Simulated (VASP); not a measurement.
# CaO (Lime) (Fm-3m) in VASP: notebook

CaO (Lime) is run at these levels: PBE; tasks: single point.

All numbers are computed with VASP 6.6.1; they aren't measurements. Logs are shortened: lines on timing, memory, paths and dates and some standing lists are left out, and cuts for length are marked.

## 1. The cell of the first run

The structure is cubic, space group Fm-3m (No. 225). Conventional cell: a = 4.892 Å, b = 4.892 Å, c = 4.892 Å, α = 90.00°, β = 90.00°, γ = 90.00°. Ca (site symmetry m-3m) has 6 O at 2.45 Å within 3.2 Å. O (site symmetry m-3m) has 6 Ca at 2.45 Å within 3.2 Å.

## 2. Single point, PBE

File INCAR:

```
PREC = Accurate
ENCUT = 520
EDIFF = 1E-6
ISMEAR = 0
SIGMA = 0.01
LREAL = False
LASPH = True
NELM = 100
ALGO = Normal
ISIF = 2
LWAVE = False
LCHARG = False
GGA = PE
NBANDS = 15
```

File KPOINTS:

```
regular mesh
0
Gamma
  7 7 7
```

File POSCAR:

```
CaO
1.0
    0.0000000000      2.4459578327      2.4459578327
    2.4459578327      0.0000000000      2.4459578327
    2.4459578327      2.4459578327      0.0000000000
Ca O
1 1
Direct
    0.0000000000      0.0000000000      0.0000000000
    0.5000000000      0.5000000000      0.5000000000
```

Potentials or basis: VASP PAW PBE potentials, release 64 (Ca_sv, O).

On the command line:

```bash
cat potpaw_PBE.64/Ca_sv/POTCAR potpaw_PBE.64/O/POTCAR > POTCAR
mpirun -np 1 vasp_std > vasp.out
```

OUTCAR:

```text
PREC = Accurate
   ENCUT = 520
   EDIFF = 1E-6
   ISMEAR = 0
   LREAL = False
   LASPH = True
   NELM = 100
   ISIF = 2
   GGA = PE

 ion  position               nearest neighbor table
   1  0.000  0.000  0.000-   2 2.45   2 2.45   2 2.45   2 2.45   2 2.45   2 2.45
   2  0.500  0.500  0.500-   1 2.45   1 2.45   1 2.45   1 2.45   1 2.45   1 2.45

  LATTYP: Found a face centered cubic cell.
 ALAT       =     4.8919156654

  Lattice vectors:

 A1 = (   0.0000000000,   2.4459578327,   2.4459578327)
 A2 = (   2.4459578327,   0.0000000000,   2.4459578327)
 A3 = (   2.4459578327,   2.4459578327,   0.0000000000)

Analysis of symmetry for initial positions (statically):
=====================================================================
 Subroutine PRICEL returns:
 Original cell was already a primitive cell.

 Routine SETGRP: Setting up the symmetry group for a
 face centered cubic supercell.

 Subroutine GETGRP returns: Found 48 space group operations
 (whereof 48 operations were pure point group operations)
 out of a pool of 48 trial point group operations.

The static configuration has the point symmetry O_h .

Analysis of symmetry for dynamics (positions and initial velocities):
=====================================================================
 Subroutine PRICEL returns:
 Original cell was already a primitive cell.

 Routine SETGRP: Setting up the symmetry group for a
 face centered cubic supercell.

 Subroutine GETGRP returns: Found 48 space group operations
 (whereof 48 operations were pure point group operations)
 out of a pool of 48 trial point group operations.

The dynamic configuration has the point symmetry O_h .

 Subroutine INISYM returns: Found 48 space group operations
 (whereof 48 operations are pure point group operations),
 and found     1 'primitive' translations

----------------------------------------------------------------------------------------

                                     Primitive cell

  volume of cell :      29.2669

  direct lattice vectors                    reciprocal lattice vectors
     0.000000000  2.445957833  2.445957833    -0.204418896  0.204418896  0.204418896
     2.445957833  0.000000000  2.445957833     0.204418896 -0.204418896  0.204418896
     2.445957833  2.445957833  0.000000000     0.204418896  0.204418896 -0.204418896

  length of vectors
     3.459106740  3.459106740  3.459106740     0.354063914  0.354063914  0.354063914

  position of ions in fractional coordinates (direct lattice)
     0.000000000  0.000000000  0.000000000
     0.500000000  0.500000000  0.500000000

  ion indices of the primitive-cell ions
   primitive index   ion index
                 1           1
                 2           2

----------------------------------------------------------------------------------------

 KPOINTS: regular mesh

Automatic generation of k-mesh.
 Grid dimensions read from file:
 generate k-points for:    7    7    7

 Generating k-lattice:

  Cartesian coordinates                     Fractional coordinates (reciprocal lattice)
    -0.029202699  0.029202699  0.029202699     0.142857143  0.000000000  0.000000000
     0.029202699 -0.029202699  0.029202699     0.000000000  0.142857143  0.000000000
     0.029202699  0.029202699 -0.029202699     0.000000000  0.000000000  0.142857143

  Length of vectors
     0.050580559  0.050580559  0.050580559

  Shift w.r.t. Gamma in fractional coordinates (k-lattice)
     0.000000000  0.000000000  0.000000000

 Subroutine IBZKPT returns following result:
 ===========================================

 Found     20 irreducible k-points:

 Following reciprocal coordinates:
            Coordinates               Weight
  0.000000  0.000000  0.000000      1.000000
  0.142857  0.000000  0.000000      8.000000
  0.285714  0.000000  0.000000      8.000000
  0.428571  0.000000  0.000000      8.000000
  0.142857  0.142857  0.000000      6.000000
  0.285714  0.142857  0.000000     24.000000
[... 12 lines left out ...]
 -0.428571  0.428571  0.142857     24.000000
 -0.285714  0.428571  0.142857     24.000000
   k-points           NKPTS =     20   k-points in BZ     NKDIM =     20   number of bands    NBANDS=     15
   number of dos      NEDOS =    301   number of ions     NIONS =      2
   total plane-waves  NPLWV =  21952
   dimension x,y,z NGX =    28 NGY =   28 NGZ =   28
   dimension x,y,z NGXF=    56 NGYF=   56 NGZF=   56
   ions per type =               1   1
   NGX,Y,Z   is equivalent  to a cutoff of  13.46, 13.46, 13.46 a.u.
   NGXF,Y,Z  is equivalent  to a cutoff of  26.91, 26.91, 26.91 a.u.
 SYSTEM =  unknown system
   PREC   = accura    normal or accurate (medium, high low for compatibility)
   ISTART =      0    job   : 0-new  1-cont  2-samecut
   ICHARG =      2    charge: 1-file 2-atom 10-const
   ISPIN  =      1    spin polarized calculation?
   LNONCOLLINEAR =      F non collinear calculations
   LSORBIT =      F    spin-orbit coupling
   LASPH  =      T    aspherical Exc in radial PAW
   ENCUT  =  520.0 eV  38.22 Ry    6.18 a.u.   6.43  6.43  6.43*2*pi/ulx,y,z
   NELM   =    100;   NELMIN=  2; NELMDL= -5     # of ELM steps
   EDIFF  = 0.1E-05   stopping-criterion for ELM
   LREAL  =      F    real-space projection
   EDIFFG = 0.1E-04   stopping-criterion for IOM
   NSW    =      0    number of steps for IOM
   IBRION =     -1    ionic relax: 0-MD 1-quasi-New 2-CG
   NFREE  =      0    steps in history (QN), initial steepest desc. (CG)
   ISIF   =      2    stress and relaxation
   ISYM   =      2    0-nonsym 1-usesym 2-fastsym
   POTIM  = 0.5000    time-step for ionic-motion
   TEBEG  =    0.0;   TEEND  =   0.0 temperature during run
   PSTRESS=    0.0 pullay stress
   NELECT =      16.0000    total number of electrons
   NUPDOWN=      -1.0000    fix difference up-down
   EMIN   =  10.00;   EMAX   =-10.00  energy-range for DOS
   EFERMI =   0.00;   METHOD = LEGACY
   ISMEAR =     0;   SIGMA  =   0.01  broadening in eV -4-tet -1-fermi 0-gaus
   EFERMI_NEDOS =   21; number of points for ismear=-14 and -15
   IALGO  =     38    algorithm
   IMIX   =      4    mixing-type and parameters
     AMIX     =   0.40;   BMIX     =  1.00
     AMIX_MAG =   1.60;   BMIX_MAG =  1.00
  volume/ion in A,a.u.               =      14.63        98.75
  Fermi-wavevector in a.u.,A,eV,Ry     =   1.338616  2.529617 24.380165  1.791892
  Thomas-Fermi vector in A             =   2.467072
   LORBIT       =      0    0 simple, 1 ext, 2 COOP (PROOUT), +10 PAW based schemes
   GGA     = PE    functional components
   LHFCALC =     F    Hartree Fock is set to
   AEXX    =    0.0000 exact exchange contribution
   IVDW    =     0    specifies the selected vdW correction
   LEPSILON=     F    determine dielectric tensor
   LRPA    =     F    only Hartree local field effects (RPA)
 non-spin polarized calculation
 Gauss-broadening in eV      SIGMA  =   0.01
  energy-cutoff  :      520.00
  volume of cell :       29.27
 maximum number of plane-waves:       801
 NGX is ok and might be reduce to    28
   NGX = 13   NGY = 13   NGZ = 13

 number of electron      16.0000005 magnetization

 Free energy of the ion-electron system (eV)
  ---------------------------------------------------
  ext. energy  EPLUGINS =         0.00000000
  ---------------------------------------------------
  free energy    TOTEN  =       -12.79702861 eV

  energy without entropy =      -12.79702861  energy(sigma->0) =      -12.79702861

 E-fermi :   2.2329     XC(G=0): -10.2205

 val. band max:        2.0589806380   @ k =   0.0000   0.0000   0.0000
 cond. band min:       5.7915729244   @ k =   0.4286   0.4286   0.0000
 fundamental gap:      3.7325922864
 Fermi energy:         2.2329292859

 k-point     1 :       0.0000    0.0000    0.0000
  band No.  band energies     occupation
      1     -35.8003      2.00000
      2     -16.5985      2.00000
      3     -16.5985      2.00000
      4     -16.5985      2.00000
      5     -13.3716      2.00000
      6       2.0590      2.00000
      7       2.0590      2.00000
      8       2.0590      2.00000
      9       6.3557      0.00000
     10       8.1496      0.00000
     11       8.1496      0.00000
     12       8.1496      0.00000
     13       9.5633      0.00000
     14       9.5633      0.00000
     15      16.7975      0.00000

 k-point     2 :       0.1429    0.0000    0.0000
  band No.  band energies     occupation
      1     -35.7852      2.00000
      2     -16.8031      2.00000
      3     -16.6075      2.00000
      4     -16.6075      2.00000
      5     -13.1515      2.00000
      6       1.4103      2.00000
      7       1.8154      2.00000
      8       1.8154      2.00000
      9       7.2053      0.00000
     10       8.1049      0.00000
     11       8.4691      0.00000
     12       8.4691      0.00000
     13       9.9945      0.00000
     14       9.9945      0.00000
     15      17.4208      0.00000

 k-point     3 :       0.2857    0.0000    0.0000
  band No.  band energies     occupation
      1     -35.7510      2.00000
      2     -17.1930      2.00000
      3     -16.6275      2.00000
      4     -16.6275      2.00000
      5     -12.7228      2.00000
      6       0.3314      2.00000
      7       1.3367      2.00000
      8       1.3367      2.00000
      9       8.2459      0.00000
     10       8.8600      0.00000
     11       9.2645      0.00000
     12       9.2645      0.00000
     13      10.9765      0.00000
     14      10.9765      0.00000
     15      17.1409      0.00000
[... 271 lines left out ...]
 k-point    19 :      -0.4286    0.4286    0.1429
  band No.  band energies     occupation
      1     -35.6988      2.00000
      2     -17.0955      2.00000
      3     -16.8377      2.00000
      4     -16.8241      2.00000
      5     -12.9067      2.00000
      6       0.6587      2.00000
      7       1.1950      2.00000
      8       1.3498      2.00000
      9       6.7659      0.00000
     10       9.6681      0.00000
     11      10.1538      0.00000
     12      11.0999      0.00000
     13      11.2231      0.00000
     14      13.5974      0.00000
     15      15.5225      0.00000

 k-point    20 :      -0.2857    0.4286    0.1429
  band No.  band energies     occupation
      1     -35.6964      2.00000
      2     -17.0563      2.00000
      3     -16.9671      2.00000
      4     -16.7979      2.00000
      5     -12.8038      2.00000
      6       0.6868      2.00000
      7       0.9408      2.00000
      8       1.1439      2.00000
      9       7.8101      0.00000
     10       8.7828      0.00000
     11      10.1785      0.00000
     12      11.0443      0.00000
     13      11.6379      0.00000
     14      15.1196      0.00000
     15      15.2143      0.00000

------------------------ aborting loop because EDIFF is reached ----------------------------------------

  FORCE on cell =-STRESS in cart. coord.  units (eV):
  Direction    XX          YY          ZZ          XY          YZ          ZX
  --------------------------------------------------------------------------------------
  -------------------------------------------------------------------------------------
  Total       -0.5883180     -0.5883180     -0.5883180      0.0000000      0.0000000      0.0000000
  in kB      -32.2066724    -32.2066724    -32.2066724      0.0000000      0.0000000      0.0000000
  external PRESSURE =     -32.2066724 kB  Pullay stress =       0.0000000 kB

 VOLUME and BASIS-vectors are now :
 -----------------------------------------------------------------------------
  energy-cutoff  :      520.00
  volume of cell :       29.27
      direct lattice vectors                 reciprocal lattice vectors
     0.000000000  2.445957833  2.445957833    -0.204418896  0.204418896  0.204418896
     2.445957833  0.000000000  2.445957833     0.204418896 -0.204418896  0.204418896
     2.445957833  2.445957833  0.000000000     0.204418896  0.204418896 -0.204418896

 POSITION                                       TOTAL-FORCE (eV/Angst)
 -----------------------------------------------------------------------------------
      0.00000      0.00000      0.00000        -0.000000     -0.000000     -0.000000
      2.44596      2.44596      2.44596         0.000000      0.000000      0.000000
 -----------------------------------------------------------------------------------
    total drift:                                0.000000      0.000000      0.000000

  FREE ENERGIE OF THE ION-ELECTRON SYSTEM (eV)
  ---------------------------------------------------
  free  energy   TOTEN  =       -12.7970286063 eV

  energy  without entropy=      -12.7970286063  energy(sigma->0) =      -12.79702861
```

Run time: 28 s. Hardware: 1 thread of Intel Xeon 8259CL, shared host; peak memory 0.16 GiB.

What came out:

```
Free energy            : -12.7970 eV
Pressure               : -3.2 GPa
Band gap on the k mesh : 3.73 eV, indirect (least direct gap 4.11 eV)
```

Levels at points of the mesh, in eV from the valence-band top:
```tsv
k point	band 6	band 7	band 8	band 9	band 10	band 11
(0.00, 0.00, 0.00)	0.00	0.00	0.00	4.30	6.09	6.09
```

A k mesh can miss the band edges.

(Continued in part 2 of 2.)
